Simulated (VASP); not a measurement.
A run of VASP 6.6.1 is set up as follows.

File INCAR:

```
ALGO = Normal ; EDIFF = 1E-6
ENCUT = 500 ; GGA = PE
GGA_COMPAT = False ; ISIF = 2
ISMEAR = 0 ; LASPH = True
LCHARG = False ; LREAL = False
LWAVE = False ; NBANDS = 8
NELM = 120 ; PREC = Accurate
SIGMA = 0.1
```

The input KPOINTS:

```
k-points
0
Gamma
  18 18 18
```

Contents of POSCAR:

```
Al
1.0
    0.0000000000      2.0208104603      2.0208104603
    2.0208104603      0.0000000000      2.0208104603
    2.0208104603      2.0208104603      0.0000000000
Al
1
Direct
    0.0000000000      0.0000000000      0.0000000000
```

Potentials or basis: VASP PAW PBE potentials, release 64 (Al).

Launch:

```console
$ cat potpaw_PBE.64/Al/POTCAR > POTCAR
$ mpirun -np 1 vasp_std > vasp.out
```

Estimate the band gap on the k mesh.

zero (an odd number of electrons rules out a gap without spin polarisation).

Predict the pressure.

-0.1 GPa.
